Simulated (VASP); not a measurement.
# Mn (Fm-3m) in VASP: notebook

Runs on Mn. Level: LDA. Tasks: single point.

Program: VASP 6.6.1. These are calculated values, not measurements. Logs are shortened: lines on timing, memory, paths and dates and some standing lists are left out, and cuts for length are marked.

### 1 The cell of the first run

Symmetry: Fm-3m, No. 225, cubic system. Conventional cell: a = 3.490 Å, b = 3.490 Å, c = 3.490 Å, α = 90.00°, β = 90.00°, γ = 90.00°. Within 3.3 Å of Mn (site symmetry m-3m) lie 12 Mn at 2.47 Å.

This isn't the form of Mn at room conditions, which is a 58-atom cubic cell.

### 2 Single point, LDA, collinear spin, ferromagnetic start

INCAR reads:

```
SYSTEM = Mn
PREC = Accurate
ENCUT = 500
EDIFF = 1E-6
ISMEAR = -1
SIGMA = 0.05
LREAL = .False.
LASPH = .True.
NELM = 200
ALGO = Normal
ISIF = 2
LWAVE = .False.
LCHARG = .True.
ISPIN = 2
MAGMOM = 1.8 1.8
LORBIT = 11
LMAXMIX = 4
GGA = CA
LELF = .True.
LVHAR = .True.
NBANDS = 24
GGA_COMPAT = .False.
```

KPOINTS reads:

```
Automatic mesh
0
Gamma
  13 13 13
  0 0 0
```

POSCAR reads:

```
Mn
1.0
    3.4900000000      1.7450000000      1.7450000000
    1.7450000000      3.4900000000      1.7450000000
    1.7450000000      1.7450000000      3.4900000000
Mn
2
Direct
    0.0000000000      0.0000000000      0.0000000000
    0.5000000000      0.5000000000      0.5000000000
```

Potentials or basis: VASP PAW LDA potentials, release 64 (Mn_pv).

On the command line:

```bash
$ cat potpaw_LDA.64/Mn_pv/POTCAR > POTCAR
$ mpirun -np 1 vasp_std > vasp.out
```

OUTCAR:

```text
SYSTEM = Mn
   PREC = Accurate
   ENCUT = 500
   EDIFF = 1E-6
   ISMEAR = -1
   LREAL = .False.
   LASPH = .True.
   NELM = 200
   ISIF = 2
   ISPIN = 2
   LORBIT = 11
   GGA = CA

 ion  position               nearest neighbor table
   1  0.000  0.000  0.000-   2 2.47   2 2.47   2 2.47   2 2.47   2 2.47   2 2.47
   2  0.500  0.500  0.500-   1 2.47   1 2.47   1 2.47   1 2.47   1 2.47   1 2.47

  LATTYP: Found a trigonal (rhomboedric) cell.
 ALAT       =     4.2743596012
 COS(alpha) =     0.8333333333

  Lattice vectors:

 A1 = (   3.4900000000,   1.7450000000,   1.7450000000)
 A2 = (   1.7450000000,   3.4900000000,   1.7450000000)
 A3 = (   1.7450000000,   1.7450000000,   3.4900000000)

Analysis of symmetry for initial positions (statically):
=====================================================================
 Subroutine PRICEL returns following result:

  LATTYP: Found a face centered cubic cell.
 ALAT       =     3.4900000000

  Lattice vectors:

 A1 = (   0.0000000000,  -1.7450000000,   1.7450000000)
 A2 = (  -1.7450000000,   0.0000000000,   1.7450000000)
 A3 = (  -1.7450000000,  -1.7450000000,   0.0000000000)

   2 primitive cells build up your supercell.

 Routine SETGRP: Setting up the symmetry group for a
 trigonal (rhombohedral) supercell.

 Subroutine GETGRP returns: Found 12 space group operations
 (whereof 12 operations were pure point group operations)
 out of a pool of 12 trial point group operations.

The static configuration has the point symmetry D_3d.

Analysis of symmetry for dynamics (positions and initial velocities):
=====================================================================
 Subroutine PRICEL returns following result:

  LATTYP: Found a face centered cubic cell.
 ALAT       =     3.4900000000

  Lattice vectors:

 A1 = (   0.0000000000,  -1.7450000000,   1.7450000000)
 A2 = (  -1.7450000000,   0.0000000000,   1.7450000000)
 A3 = (  -1.7450000000,  -1.7450000000,   0.0000000000)

   2 primitive cells build up your supercell.

 Routine SETGRP: Setting up the symmetry group for a
 trigonal (rhombohedral) supercell.

 Subroutine GETGRP returns: Found 12 space group operations
 (whereof 12 operations were pure point group operations)
 out of a pool of 12 trial point group operations.

The dynamic configuration has the point symmetry D_3d.

Analysis of structural, dynamic, and magnetic symmetry:
=====================================================================
 Subroutine PRICEL returns following result:

  LATTYP: Found a face centered cubic cell.
 ALAT       =     3.4900000000

  Lattice vectors:

 A1 = (   0.0000000000,  -1.7450000000,   1.7450000000)
 A2 = (  -1.7450000000,   0.0000000000,   1.7450000000)
 A3 = (  -1.7450000000,  -1.7450000000,   0.0000000000)

   2 primitive cells build up your supercell.

 Routine SETGRP: Setting up the symmetry group for a
 trigonal (rhombohedral) supercell.

 Subroutine GETGRP returns: Found 12 space group operations
 (whereof 12 operations were pure point group operations)
 out of a pool of 12 trial point group operations.

The overall configuration has the point symmetry D_3d.

 Subroutine INISYM returns: Found 12 space group operations
 (whereof 12 operations are pure point group operations),
 and found     2 'primitive' translations

----------------------------------------------------------------------------------------

                                     Primitive cell

  volume of cell :      10.6271

  direct lattice vectors                    reciprocal lattice vectors
     0.000000000 -1.745000000  1.745000000     0.286532951 -0.286532951  0.286532951
    -1.745000000  0.000000000  1.745000000    -0.286532951  0.286532951  0.286532951
    -1.745000000 -1.745000000  0.000000000    -0.286532951 -0.286532951 -0.286532951

  length of vectors
     2.467802666  2.467802666  2.467802666     0.496289630  0.496289630  0.496289630

  position of ions in fractional coordinates (direct lattice)
     0.000000000  0.000000000  0.000000000

  ion indices of the primitive-cell ions
   primitive index   ion index
                 1           1

----------------------------------------------------------------------------------------

 KPOINTS: Automatic mesh

Automatic generation of k-mesh.
 Grid dimensions read from file:
 generate k-points for:   13   13   13

 Generating k-lattice:

  Cartesian coordinates                     Fractional coordinates (reciprocal lattice)
     0.033061494 -0.011020498 -0.011020498     0.076923077 -0.000000000 -0.000000000
    -0.011020498  0.033061494 -0.011020498    -0.000000000  0.076923077 -0.000000000
    -0.011020498 -0.011020498  0.033061494    -0.000000000 -0.000000000  0.076923077

  Length of vectors
     0.036550857  0.036550857  0.036550857

  Shift w.r.t. Gamma in fractional coordinates (k-lattice)
     0.000000000  0.000000000  0.000000000

 Subroutine IBZKPT returns following result:
 ===========================================

 Found    231 irreducible k-points:

 Following reciprocal coordinates:
            Coordinates               Weight
  0.000000  0.000000  0.000000      1.000000
  0.076923  0.000000  0.000000      6.000000
  0.153846  0.000000  0.000000      6.000000
  0.230769 -0.000000 -0.000000      6.000000
  0.307692  0.000000  0.000000      6.000000
  0.384615  0.000000  0.000000      6.000000
[... 16 lines left out ...]
  0.384615  0.153846 -0.000000     12.000000
  0.461538  0.153846  0.000000     12.000000
 [... further k-points ...]
   k-points           NKPTS =    231   k-points in BZ     NKDIM =    231   number of bands    NBANDS=     24
   number of dos      NEDOS =    301   number of ions     NIONS =      2
   total plane-waves  NPLWV =  32768
   dimension x,y,z NGX =    32 NGY =   32 NGZ =   32
   dimension x,y,z NGXF=    64 NGYF=   64 NGZF=   64
   ions per type =               2
   NGX,Y,Z   is equivalent  to a cutoff of  12.45, 12.45, 12.45 a.u.
   NGXF,Y,Z  is equivalent  to a cutoff of  24.89, 24.89, 24.89 a.u.
 SYSTEM =  Mn
   PREC   = accura    normal or accurate (medium, high low for compatibility)
   ISTART =      0    job   : 0-new  1-cont  2-samecut
   ICHARG =      2    charge: 1-file 2-atom 10-const
   ISPIN  =      2    spin polarized calculation?
   LNONCOLLINEAR =      F non collinear calculations
   LSORBIT =      F    spin-orbit coupling
   LASPH  =      T    aspherical Exc in radial PAW
   ENCUT  =  500.0 eV  36.75 Ry    6.06 a.u.   7.79  7.79  7.79*2*pi/ulx,y,z
   NELM   =    200;   NELMIN=  2; NELMDL= -5     # of ELM steps
   EDIFF  = 0.1E-05   stopping-criterion for ELM
   LREAL  =      F    real-space projection
   EDIFFG = 0.1E-04   stopping-criterion for IOM
   NSW    =      0    number of steps for IOM
   IBRION =     -1    ionic relax: 0-MD 1-quasi-New 2-CG
   NFREE  =      0    steps in history (QN), initial steepest desc. (CG)
   ISIF   =      2    stress and relaxation
   ISYM   =      2    0-nonsym 1-usesym 2-fastsym
   POTIM  = 0.5000    time-step for ionic-motion
   TEBEG  =    0.0;   TEEND  =   0.0 temperature during run
   PSTRESS=    0.0 pullay stress
   NELECT =      26.0000    total number of electrons
   NUPDOWN=      -1.0000    fix difference up-down
   EMIN   =  10.00;   EMAX   =-10.00  energy-range for DOS
   EFERMI =   0.00;   METHOD = LEGACY
   ISMEAR =    -1;   SIGMA  =   0.05  broadening in eV -4-tet -1-fermi 0-gaus
   EFERMI_NEDOS =   21; number of points for ismear=-14 and -15
   IALGO  =     38    algorithm
   IMIX   =      4    mixing-type and parameters
     AMIX     =   0.40;   BMIX     =  1.00
     AMIX_MAG =   1.60;   BMIX_MAG =  1.00
  volume/ion in A,a.u.               =      10.63        71.72
  Fermi-wavevector in a.u.,A,eV,Ry     =   1.750856  3.308639 41.708632  3.065498
  Thomas-Fermi vector in A             =   2.821494
   LORBIT       =     11    0 simple, 1 ext, 2 COOP (PROOUT), +10 PAW based schemes
   GGA     = CA    functional components
   LHFCALC =     F    Hartree Fock is set to
   AEXX    =    0.0000 exact exchange contribution
   IVDW    =     0    specifies the selected vdW correction
   LEPSILON=     F    determine dielectric tensor
   LRPA    =     F    only Hartree local field effects (RPA)
 spin polarized calculation
  energy-cutoff  :      500.00
  volume of cell :       21.25
 maximum number of plane-waves:       558
   NGX = 15   NGY = 15   NGZ = 15

 number of electron      26.0000018 magnetization       0.0020181

 Free energy of the ion-electron system (eV)
  ---------------------------------------------------
  ext. energy  EPLUGINS =         0.00000000
  ---------------------------------------------------
  free energy    TOTEN  =       -20.17917627 eV

  energy without entropy =      -20.15101798  energy(sigma->0) =      -20.16509712

 E-fermi :  10.4488     XC(G=0): -14.4402

 val. band max:       10.4459655283   @ k =  -0.1538   0.1538   0.0000
 cond. band min:      10.4521726230   @ k =   0.4615   0.0769   0.0769
 fundamental gap:      0.0062070946
 Fermi energy:        10.4487530014

 spin component 1

 k-point     1 :       0.0000    0.0000    0.0000
  band No.  band energies     occupation
      1     -37.5729      1.00000
      2     -36.8704      1.00000
      3     -36.8704      1.00000
      4     -36.7646      1.00000
      5     -36.7646      1.00000
      6     -36.7617      1.00000
[... 16 lines left out ...]
     23      36.7388      0.00000
     24      37.7898      0.00000

 k-point     2 :       0.0769    0.0000    0.0000
  band No.  band energies     occupation
      1     -37.5560      1.00000
      2     -36.9042      1.00000
      3     -36.8772      1.00000
      4     -36.8032      1.00000
      5     -36.7744      1.00000
      6     -36.7686      1.00000
[... 16 lines left out ...]
     23      35.7748      0.00000
     24      36.1537      0.00000
[... 565 lines left out ...]
     23      28.5105      0.00000
     24      33.2780      0.00000

 k-point    24 :       0.4615    0.1538    0.0000
  band No.  band energies     occupation
      1     -37.3746      1.00000
      2     -37.3428      1.00000
      3     -37.2017      1.00000
      4     -37.0491      1.00000
      5     -36.9887      1.00000
      6     -36.9147      1.00000
[... 16 lines left out ...]
     23      27.2391      0.00000
     24      30.5679      0.00000

 [... further k-points ...]

 spin component 2

 k-point     1 :       0.0000    0.0000    0.0000
  band No.  band energies     occupation
      1     -37.5720      1.00000
      2     -36.8695      1.00000
      3     -36.8695      1.00000
      4     -36.7637      1.00000
      5     -36.7637      1.00000
      6     -36.7608      1.00000
[... 16 lines left out ...]
     23      36.7392      0.00000
     24      37.7903      0.00000

 k-point     2 :       0.0769    0.0000    0.0000
  band No.  band energies     occupation
      1     -37.5551      1.00000
      2     -36.9032      1.00000
      3     -36.8763      1.00000
      4     -36.8022      1.00000
      5     -36.7735      1.00000
      6     -36.7677      1.00000
[... 16 lines left out ...]
     23      35.7752      0.00000
     24      36.1540      0.00000
[... 565 lines left out ...]
     23      28.5108      0.00000
     24      33.2784      0.00000

 k-point    24 :       0.4615    0.1538    0.0000
  band No.  band energies     occupation
      1     -37.3737      1.00000
      2     -37.3418      1.00000
      3     -37.2008      1.00000
      4     -37.0481      1.00000
      5     -36.9878      1.00000
      6     -36.9138      1.00000
[... 16 lines left out ...]
     23      27.2396      0.00000
     24      30.5683      0.00000

 [... further k-points ...]

------------------------ aborting loop because EDIFF is reached ----------------------------------------

  FORCE on cell =-STRESS in cart. coord.  units (eV):
  Direction    XX          YY          ZZ          XY          YZ          ZX
  --------------------------------------------------------------------------------------
  -------------------------------------------------------------------------------------
  Total       -2.0218247     -2.0218247     -2.0218247     -0.0052454     -0.0052454     -0.0052454
  in kB     -152.4080091   -152.4080091   -152.4080091     -0.3954084     -0.3954084     -0.3954084
  external PRESSURE =    -152.4080091 kB  Pullay stress =       0.0000000 kB

 VOLUME and BASIS-vectors are now :
 -----------------------------------------------------------------------------
  energy-cutoff  :      500.00
  volume of cell :       21.25
      direct lattice vectors                 reciprocal lattice vectors
     3.490000000  1.745000000  1.745000000     0.429799427 -0.143266476 -0.143266476
     1.745000000  3.490000000  1.745000000    -0.143266476  0.429799427 -0.143266476
     1.745000000  1.745000000  3.490000000    -0.143266476 -0.143266476  0.429799427

 POSITION                                       TOTAL-FORCE (eV/Angst)
 -----------------------------------------------------------------------------------
      0.00000      0.00000      0.00000         0.000000      0.000000     -0.000000
      3.49000      3.49000      3.49000        -0.000000     -0.000000      0.000000
 -----------------------------------------------------------------------------------
    total drift:                               -0.000000      0.000000     -0.000000

  FREE ENERGIE OF THE ION-ELECTRON SYSTEM (eV)
  ---------------------------------------------------
  free  energy   TOTEN  =       -20.1791762730 eV

  energy  without entropy=      -20.1510179757  energy(sigma->0) =      -20.16509712

 total charge

# of ion       s       p       d       tot
------------------------------------------
    1        0.432   6.409   5.176  12.017
    2        0.432   6.409   5.176  12.017
--------------------------------------------------
tot          0.864  12.819  10.351  24.034

 magnetization (x)

# of ion       s       p       d       tot
------------------------------------------
    1       -0.000   0.000   0.001   0.001
    2       -0.000   0.000   0.001   0.001
--------------------------------------------------
tot         -0.000   0.000   0.002   0.002
```

Wall time 9.8 min (1 thread of Oxide Virtual Turin-like, shared host); peak memory 0.24 GiB.

Results:

* Free energy: -20.1792 eV
* Pressure: -15.2 GPa
* Band gap on the k mesh: zero (filled and empty bands overlap)
* Net moment: 0.00 μB per cell
* Valence electrons inside the program's atomic spheres: Mn 12.02

Levels at points of the mesh, in eV from the Fermi level:
Spin up:
```tsv
k point	band 10	band 11	band 12	band 13	band 14	band 15	band 16	band 17
(0.00, 0.00, 0.00)	-1.31	-1.17	-1.17	-1.17	0.52	0.52	0.60	1.74
```
Spin down:
```tsv
k point	band 11	band 12	band 13	band 14	band 15	band 16
(0.00, 0.00, 0.00)	-1.17	-1.17	-1.17	0.52	0.52	0.61
```

Caveat: the cell stands under tension; the moments typed at the start vanished in this run.

### 3 Single point, LDA, collinear spin

INCAR reads:

```
PREC = Accurate ; ENCUT = 500
EDIFF = 1E-6 ; ISMEAR = -1
SIGMA = 0.05 ; LREAL = F
LASPH = T ; NELM = 200
ALGO = Normal ; ISIF = 2
LWAVE = F ; LCHARG = F
ISPIN = 2 ; MAGMOM = 0 4.5
LORBIT = 11 ; LMAXMIX = 4
NBANDS = 24 ; GGA_COMPAT = F
```

KPOINTS reads:

```
regular mesh
0
Gamma
  13 13 13
```

POSCAR is that of step 2.

Potentials or basis: VASP PAW LDA potentials, release 64 (Mn_pv).

On the command line:

```bash
$ cat potpaw_LDA.64/Mn_pv/POTCAR > POTCAR
$ mpirun -np 1 vasp_std > vasp.out
```

Run time: 5.9 min. Hardware: 1 thread of Oxide Virtual Turin-like, shared host; peak memory 0.24 GiB.

The run converged. Its results:

| Quantity | Value |
| --- | --- |
| Free energy | -20.1792 eV |
| Pressure | -15.3 GPa |
| Band gap on the k mesh | zero (filled and empty bands overlap) |
| Net moment | 0.00 μB per cell |
| Valence electrons inside the program's atomic spheres | Mn 12.02 |

Levels at points of the mesh, in eV from the Fermi level:
Spin up:
```tsv
k point	band 9	band 10	band 11	band 12	band 13	band 14	band 15	band 16	band 17	band 18
(0.00, 0.00, 0.00)	-1.31	-1.31	-1.17	-1.17	-1.17	0.52	0.52	0.60	1.74	1.74
```
Spin down:
```
           k point  band 9  band 10  band 11  band 12  band 13  band 14  band 15  band 16  band 17  band 18
(0.00, 0.00, 0.00)   -1.30    -1.30    -1.17    -1.17    -1.17     0.52     0.52     0.61     1.75     1.75
```

Caveat: the cell stands under tension; the moments typed at the start vanished in this run.

### 4 Single point, LDA, collinear spin, ferromagnetic start

INCAR reads:

```
SYSTEM = Mn
PREC = Accurate
ENCUT = 500
EDIFF = 1E-6
ISMEAR = -1
SIGMA = 0.05
LREAL = .False.
LASPH = .True.
NELM = 200
ALGO = Normal
ISIF = 2
LWAVE = .False.
LCHARG = .True.
ISPIN = 2
MAGMOM = 4.5 4.5
LORBIT = 11
LMAXMIX = 4
GGA = CA
LELF = .True.
LVHAR = .True.
NBANDS = 24
GGA_COMPAT = .False.
```

KPOINTS reads:

```
Automatic mesh
0
Gamma
  13 13 13
  0 0 0
```

POSCAR is that of step 3.

On the command line:

```bash
$ cat potpaw_LDA.64/Mn_pv/POTCAR > POTCAR
$ mpirun -np 1 vasp_std > vasp.out
```

It took 4.3 min on 1 thread of Oxide Virtual Turin-like, shared host; peak memory 0.24 GiB.

It converged, with:

| Item | Value |
| --- | --- |
| Free energy | -20.1792 eV |
| Pressure | -15.3 GPa |
| Band gap on the k mesh | zero (filled and empty bands overlap) |
| Net moment | 0.00 μB per cell |
| Valence electrons inside the program's atomic spheres | Mn 12.02 |

Levels at points of the mesh, in eV from the Fermi level:
Spin up:
| k point | band 9 | band 10 | band 11 | band 12 | band 13 | band 14 | band 15 | band 16 | band 17 | band 18 |
| --- | --- | --- | --- | --- | --- | --- | --- | --- | --- | --- |
| (0.00, 0.00, 0.00) | -1.30 | -1.30 | -1.17 | -1.17 | -1.17 | 0.52 | 0.52 | 0.60 | 1.75 | 1.75 |
Spin down:
```csv
k point,band 11,band 12,band 13,band 14,band 15,band 16
"(0.00, 0.00, 0.00)",-1.17,-1.17,-1.17,0.52,0.52,0.60
```

Caveat: the cell stands under tension; the moments typed at the start vanished in this run.
